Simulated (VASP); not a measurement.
# TiO (P-6m2) in VASP: further runs

The runs below take TiO through single point, with r2SCAN.

Program: VASP 6.6.1. These are calculated values, not measurements. Logs are shortened: lines on timing, memory, paths and dates and some standing lists are left out, and cuts for length are marked.

## 1. The cell of the first run

Symmetry: P-6m2, No. 187, hexagonal system. Conventional cell: a = 3.200 Å, b = 3.200 Å, c = 2.905 Å, α = 90.00°, β = 90.00°, γ = 120.00°. Within 3.2 Å of Ti (site symmetry -6m2) lie 6 O at 2.35 Å and 8 Ti at 2.91 to 3.20 Å. O (site symmetry -6m2) has 6 Ti at 2.35 Å and 8 O at 2.91 to 3.20 Å within 3.2 Å.

## 2. Single point, r2SCAN

The input, POSCAR:

```
TiO
1.0
    3.1997258881      0.0000000000      0.0000000000
   -1.5998629440      2.7710439042      0.0000000000
    0.0000000000      0.0000000000      2.9052436173
Ti O
1 1
Direct
    0.6666666667      0.3333333333      0.0000000000
    0.0000000000      0.0000000000      0.5000000000
```

The input, INCAR.step1:

```
PREC = Accurate ; ENCUT = 520
ISMEAR = 0 ; SIGMA = 0.03
LREAL = F ; LASPH = T
NELM = 60 ; NBANDS = 16
GGA = PE ; ALGO = Normal
EDIFF = 1E-4 ; LWAVE = T
LCHARG = F
```

The input, INCAR.step2:

```
PREC = Accurate ; ENCUT = 520
EDIFF = 1E-7 ; ISMEAR = 0
SIGMA = 0.03 ; LREAL = F
LASPH = T ; NELM = 60
ALGO = Normal ; ISIF = 2
LWAVE = F ; LCHARG = F
METAGGA = R2SCAN ; LMIXTAU = T
NBANDS = 16 ; ISTART = 1
```

The input, KPOINTS:

```
Automatic mesh
0
Gamma
  12 12 12
```

Potentials or basis: VASP PAW PBE potentials, release 64 (Ti_sv, O).

Started as:

```console
cat potpaw_PBE.64/Ti_sv/POTCAR potpaw_PBE.64/O/POTCAR > POTCAR
cp INCAR.step1 INCAR
mpirun -np 1 vasp_std > vasp.out
cp INCAR.step2 INCAR
mpirun -np 1 vasp_std > vasp.out
```

OUTCAR:

```text
PREC = Accurate
   ENCUT = 520
   EDIFF = 1E-7
   ISMEAR = 0
   LREAL = F
   LASPH = T
   NELM = 60
   ISIF = 2
   METAGGA = R2SCAN
   ISTART = 1

 ion  position               nearest neighbor table
   1  0.667  0.333  0.000-   2 2.35   2 2.35   2 2.35   2 2.35   2 2.35   2 2.35
   2  0.000  0.000  0.500-   1 2.35   1 2.35   1 2.35   1 2.35   1 2.35   1 2.35

  LATTYP: Found a hexagonal cell.
 ALAT       =     3.1997258881
 C/A-ratio  =     0.9079664068

  Lattice vectors:

 A1 = (   3.1997258881,   0.0000000000,   0.0000000000)
 A2 = (  -1.5998629440,   2.7710439042,   0.0000000000)
 A3 = (   0.0000000000,   0.0000000000,   2.9052436173)

Analysis of symmetry for initial positions (statically):
=====================================================================
 Subroutine PRICEL returns:
 Original cell was already a primitive cell.

 Routine SETGRP: Setting up the symmetry group for a
 hexagonal supercell.

 Subroutine GETGRP returns: Found 12 space group operations
 (whereof 12 operations were pure point group operations)
 out of a pool of 24 trial point group operations.

The static configuration has the point symmetry D_3h.

Analysis of symmetry for dynamics (positions and initial velocities):
=====================================================================
 Subroutine PRICEL returns:
 Original cell was already a primitive cell.

 Routine SETGRP: Setting up the symmetry group for a
 hexagonal supercell.

 Subroutine GETGRP returns: Found 12 space group operations
 (whereof 12 operations were pure point group operations)
 out of a pool of 24 trial point group operations.

The dynamic configuration has the point symmetry D_3h.

 Subroutine INISYM returns: Found 12 space group operations
 (whereof 12 operations are pure point group operations),
 and found     1 'primitive' translations

----------------------------------------------------------------------------------------

                                     Primitive cell

  volume of cell :      25.7596

  direct lattice vectors                    reciprocal lattice vectors
     3.199725888  0.000000000  0.000000000     0.312526771  0.180437415  0.000000000
    -1.599862944  2.771043904  0.000000000     0.000000000  0.360874831  0.000000000
     0.000000000  0.000000000  2.905243617     0.000000000  0.000000000  0.344205214

  length of vectors
     3.199725888  3.199725888  2.905243617     0.360874831  0.360874831  0.344205214

  position of ions in fractional coordinates (direct lattice)
     0.666666667  0.333333333  0.000000000
     0.000000000  0.000000000  0.500000000

  ion indices of the primitive-cell ions
   primitive index   ion index
                 1           1
                 2           2

----------------------------------------------------------------------------------------

 KPOINTS: Automatic mesh

Automatic generation of k-mesh.
 Grid dimensions read from file:
 generate k-points for:   12   12   12

 Generating k-lattice:

  Cartesian coordinates                     Fractional coordinates (reciprocal lattice)
     0.026043898  0.015036451  0.000000000     0.083333333 -0.000000000  0.000000000
     0.000000000  0.030072903  0.000000000     0.000000000  0.083333333  0.000000000
     0.000000000  0.000000000  0.028683768     0.000000000  0.000000000  0.083333333

  Length of vectors
     0.030072903  0.030072903  0.028683768

  Shift w.r.t. Gamma in fractional coordinates (k-lattice)
     0.000000000  0.000000000  0.000000000

 Subroutine IBZKPT returns following result:
 ===========================================

 Found    133 irreducible k-points:

 Following reciprocal coordinates:
            Coordinates               Weight
  0.000000  0.000000  0.000000      1.000000
  0.083333  0.000000  0.000000      6.000000
  0.166667  0.000000  0.000000      6.000000
  0.250000  0.000000  0.000000      6.000000
  0.333333  0.000000  0.000000      6.000000
  0.416667  0.000000  0.000000      6.000000
[... 16 lines left out ...]
  0.250000  0.000000  0.083333     12.000000
  0.333333  0.000000  0.083333     12.000000
 [... further k-points ...]
   k-points           NKPTS =    133   k-points in BZ     NKDIM =    133   number of bands    NBANDS=     16
   number of dos      NEDOS =    301   number of ions     NIONS =      2
   total plane-waves  NPLWV =  13824
   dimension x,y,z NGX =    24 NGY =   24 NGZ =   24
   dimension x,y,z NGXF=    48 NGYF=   48 NGZF=   48
   ions per type =               1   1
   NGX,Y,Z   is equivalent  to a cutoff of  12.47, 12.47, 13.73 a.u.
   NGXF,Y,Z  is equivalent  to a cutoff of  24.94, 24.94, 27.47 a.u.
 SYSTEM =  unknown system
   PREC   = accura    normal or accurate (medium, high low for compatibility)
   ISTART =      1    job   : 0-new  1-cont  2-samecut
   ICHARG =      0    charge: 1-file 2-atom 10-const
   ISPIN  =      1    spin polarized calculation?
   LNONCOLLINEAR =      F non collinear calculations
   LSORBIT =      F    spin-orbit coupling
   LASPH  =      T    aspherical Exc in radial PAW
   ENCUT  =  520.0 eV  38.22 Ry    6.18 a.u.   5.95  5.95  5.40*2*pi/ulx,y,z
   NELM   =     60;   NELMIN=  2; NELMDL=  0     # of ELM steps
   EDIFF  = 0.1E-06   stopping-criterion for ELM
   LREAL  =      F    real-space projection
   EDIFFG = 0.1E-05   stopping-criterion for IOM
   NSW    =      0    number of steps for IOM
   IBRION =     -1    ionic relax: 0-MD 1-quasi-New 2-CG
   NFREE  =      0    steps in history (QN), initial steepest desc. (CG)
   ISIF   =      2    stress and relaxation
   ISYM   =      2    0-nonsym 1-usesym 2-fastsym
   POTIM  = 0.5000    time-step for ionic-motion
   TEBEG  =    0.0;   TEEND  =   0.0 temperature during run
   PSTRESS=    0.0 pullay stress
   NELECT =      18.0000    total number of electrons
   NUPDOWN=      -1.0000    fix difference up-down
   EMIN   =  10.00;   EMAX   =-10.00  energy-range for DOS
   EFERMI =   0.00;   METHOD = LEGACY
   ISMEAR =     0;   SIGMA  =   0.03  broadening in eV -4-tet -1-fermi 0-gaus
   EFERMI_NEDOS =   21; number of points for ismear=-14 and -15
   IALGO  =     38    algorithm
   IMIX   =      4    mixing-type and parameters
     AMIX     =   0.40;   BMIX     =  1.00
     AMIX_MAG =   1.60;   BMIX_MAG =  1.00
  volume/ion in A,a.u.               =      12.88        86.92
  Fermi-wavevector in a.u.,A,eV,Ry     =   1.452734  2.745269 28.714224  2.110436
  Thomas-Fermi vector in A             =   2.570082
   LORBIT       =      0    0 simple, 1 ext, 2 COOP (PROOUT), +10 PAW based schemes
   METAGGA = R2SCAN    functional components
   LHFCALC =     F    Hartree Fock is set to
   AEXX    =    0.0000 exact exchange contribution
   IVDW    =     0    specifies the selected vdW correction
   LEPSILON=     F    determine dielectric tensor
   LRPA    =     F    only Hartree local field effects (RPA)
 non-spin polarized calculation
 Gauss-broadening in eV      SIGMA  =   0.03
  energy-cutoff  :      520.00
  volume of cell :       25.76
 maximum number of plane-waves:       720
 NGX is ok and might be reduce to    24

 number of electron      18.0000002 magnetization

 Free energy of the ion-electron system (eV)
  ---------------------------------------------------
  ext. energy  EPLUGINS =         0.00000000
  ---------------------------------------------------
  free energy    TOTEN  =       -23.28521126 eV

  energy without entropy =      -23.28513574  energy(sigma->0) =      -23.28517350

 E-fermi :   7.8301     XC(G=0): -11.9544

 val. band max:        7.8147321677   @ k =   0.0833   0.0000   0.5000
 cond. band min:       7.9973227182   @ k =   0.0000   0.0000   0.0833
 fundamental gap:      0.1825905505
 Fermi energy:         7.8301488005

 k-point     1 :       0.0000    0.0000    0.0000
  band No.  band energies     occupation
      1     -52.5332      2.00000
      2     -27.6190      2.00000
      3     -27.5866      2.00000
      4     -27.5865      2.00000
      5     -13.4749      2.00000
      6       2.6642      2.00000
[... 8 lines left out ...]
     15      21.5299      0.00000
     16      22.1564      0.00000

 k-point     2 :       0.0833    0.0000    0.0000
  band No.  band energies     occupation
      1     -52.5314      2.00000
      2     -27.6174      2.00000
      3     -27.6029      2.00000
      4     -27.5900      2.00000
      5     -13.4381      2.00000
      6       2.4213      2.00000
[... 8 lines left out ...]
     15      20.9670      0.00000
     16      22.2581      0.00000

 k-point     3 :       0.1667    0.0000    0.0000
  band No.  band energies     occupation
      1     -52.5266      2.00000
      2     -27.6473      2.00000
      3     -27.6127      2.00000
      4     -27.5995      2.00000
      5     -13.3369      2.00000
      6       1.8702      2.00000
[... 8 lines left out ...]
     15      19.9983      0.00000
     16      22.2453      0.00000

 k-point     4 :       0.2500    0.0000    0.0000
  band No.  band energies     occupation
      1     -52.5199      2.00000
      2     -27.7073      2.00000
      3     -27.6124      2.00000
      4     -27.6063      2.00000
      5     -13.1975      2.00000
      6       1.2744      2.00000
[... 8 lines left out ...]
     15      18.9111      0.00000
     16      22.0650      0.00000
[... 324 lines left out ...]
 k-point    22 :       0.1667    0.0000    0.0833
  band No.  band energies     occupation
      1     -52.5238      2.00000
      2     -27.6474      2.00000
      3     -27.6362      2.00000
      4     -27.5970      2.00000
      5     -13.2997      2.00000
      6       1.9099      2.00000
[... 8 lines left out ...]
     15      20.1040      0.00000
     16      21.9686      0.00000

 k-point    23 :       0.2500    0.0000    0.0833
  band No.  band energies     occupation
      1     -52.5171      2.00000
      2     -27.7041      2.00000
      3     -27.6317      2.00000
      4     -27.6099      2.00000
      5     -13.1680      2.00000
      6       1.3261      2.00000
[... 8 lines left out ...]
     15      18.9666      0.00000
     16      21.8036      0.00000

 k-point    24 :       0.3333    0.0000    0.0833
  band No.  band energies     occupation
      1     -52.5105      2.00000
      2     -27.7626      2.00000
      3     -27.6249      2.00000
      4     -27.6227      2.00000
      5     -13.0354      2.00000
      6       0.8414      2.00000
[... 8 lines left out ...]
     15      17.7384      0.00000
     16      21.7314      0.00000

 [... further k-points ...]

------------------------ aborting loop because EDIFF is reached ----------------------------------------

  FORCE on cell =-STRESS in cart. coord.  units (eV):
  Direction    XX          YY          ZZ          XY          YZ          ZX
  --------------------------------------------------------------------------------------
  -------------------------------------------------------------------------------------
  Total       -7.0673315     -7.0673315     -3.8752324     -0.0000000     -0.0000000      0.0000000
  in kB     -439.5692539   -439.5692539   -241.0291634     -0.0000000     -0.0000000      0.0000000
  external PRESSURE =    -373.3892237 kB  Pullay stress =       0.0000000 kB

 VOLUME and BASIS-vectors are now :
 -----------------------------------------------------------------------------
  energy-cutoff  :      520.00
  volume of cell :       25.76
      direct lattice vectors                 reciprocal lattice vectors
     3.199725888  0.000000000  0.000000000     0.312526771  0.180437415  0.000000000
    -1.599862944  2.771043904  0.000000000     0.000000000  0.360874831  0.000000000
     0.000000000  0.000000000  2.905243617     0.000000000  0.000000000  0.344205214

 POSITION                                       TOTAL-FORCE (eV/Angst)
 -----------------------------------------------------------------------------------
      1.59986      0.92368      0.00000         0.000000      0.000000      0.000000
      0.00000      0.00000      1.45262        -0.000000      0.000000      0.000000
 -----------------------------------------------------------------------------------
    total drift:                               -0.000000      0.000000      0.000000

  FREE ENERGIE OF THE ION-ELECTRON SYSTEM (eV)
  ---------------------------------------------------
  free  energy   TOTEN  =       -23.2852112605 eV

  energy  without entropy=      -23.2851357392  energy(sigma->0) =      -23.28517350
```

Run time: 4.3 min. Hardware: 1 thread of Intel Xeon 8259CL, shared host; peak memory 0.19 GiB.

What came out:

```yaml
Free_energy: -23.2852 eV
Pressure: -37.3 GPa
Band_gap_on_the_k_mesh: zero (bands 9 and 10 overlap by 0.47 eV)
```

Levels at points of the mesh, in eV from the Fermi level:
| k point | band 7 | band 8 | band 9 | band 10 | band 11 | band 12 |
| --- | --- | --- | --- | --- | --- | --- |
| (0.00, 0.00, 0.00) | -5.17 | -4.28 | -2.06 | -0.10 | 1.42 | 1.42 |
| (0.50, 0.00, 0.00) | -4.99 | -4.79 | -1.71 | 0.87 | 1.62 | 1.88 |
| (0.00, 0.00, 0.50) | -4.78 | -4.78 | 0.21 | 0.21 | 1.06 | 1.42 |
| (0.50, 0.00, 0.50) | -6.42 | -5.64 | -0.38 | 1.16 | 1.88 | 2.16 |

Caveat: the cell stands under tension; the PAW data sets were made with another functional, which shifts forces and pressure a little; semilocal functionals often make such compounds metallic where correlation or magnetic order opens a gap, which also shifts bond lengths.

## 3. Single point, r2SCAN

This run uses another cell than the first one, of the same volume but with other edges.

The input, POSCAR:

```
TiO
1.0
    2.8522789816      0.0000000000      0.0000000000
   -1.4261394908      2.4701460567      0.0000000000
    0.0000000000      0.0000000000      3.6561508208
Ti O
1 1
Direct
    0.6666666667      0.3333333333      0.0000000000
    0.0000000000      0.0000000000      0.5000000000
```

The input, INCAR.step1:

```
PREC = Accurate
ENCUT = 520
ISMEAR = 0
SIGMA = 0.03
LREAL = False
LASPH = True
NELM = 100
NBANDS = 16
GGA = PE
ALGO = Normal
EDIFF = 1E-4
LWAVE = True
LCHARG = False
```

The input, INCAR.step2:

```
PREC = Accurate
ENCUT = 520
EDIFF = 1E-6
ISMEAR = 0
SIGMA = 0.03
LREAL = False
LASPH = True
NELM = 100
ALGO = Normal
ISIF = 2
LWAVE = False
LCHARG = False
METAGGA = R2SCAN
LMIXTAU = True
NBANDS = 16
ISTART = 1
```

KPOINTS is that of step 2.

Potentials or basis: VASP PAW PBE potentials, release 64 (Ti_sv, O).

Started as:

```console
cat potpaw_PBE.64/Ti_sv/POTCAR potpaw_PBE.64/O/POTCAR > POTCAR
cp INCAR.step1 INCAR
mpirun -np 1 vasp_std > vasp.out
cp INCAR.step2 INCAR
mpirun -np 1 vasp_std > vasp.out
```

Run time: 4.4 min. Hardware: 1 thread of Intel Xeon 8259CL, shared host; peak memory 0.19 GiB.

Results (log left out):

```
Free energy            : -22.3206 eV
Pressure               : -36.5 GPa
Band gap on the k mesh : zero (bands 9 and 10 overlap by 0.19 eV)
```

Stress tensor (GPa, compression positive):
```
 -9.93   0.00   0.00
  0.00  -9.93   0.00
  0.00   0.00 -89.77
```

Levels at points of the mesh, in eV from the Fermi level:
```csv
k point,band 5,band 6,band 7,band 8,band 9,band 10,band 11,band 12,band 13,band 14
"(0.00, 0.00, 0.00)",-19.56,-4.24,-2.98,-1.96,-1.96,1.05,1.05,2.28,2.28,2.35
"(0.50, 0.00, 0.00)",-18.58,-5.63,-4.61,-2.19,-1.80,1.80,2.17,2.50,3.06,4.80
"(0.00, 0.00, 0.50)",-19.25,-6.78,-1.73,-1.73,-0.89,0.40,0.40,2.52,2.52,5.99
"(0.50, 0.00, 0.50)",-18.61,-5.07,-4.98,-2.78,-1.19,1.14,2.03,2.89,3.04,6.31
```

Caveat: the cell stands under tension; the PAW data sets were made with another functional, which shifts forces and pressure a little; semilocal functionals often make such compounds metallic where correlation or magnetic order opens a gap, which also shifts bond lengths.

(Continued in part 2 of 2.)
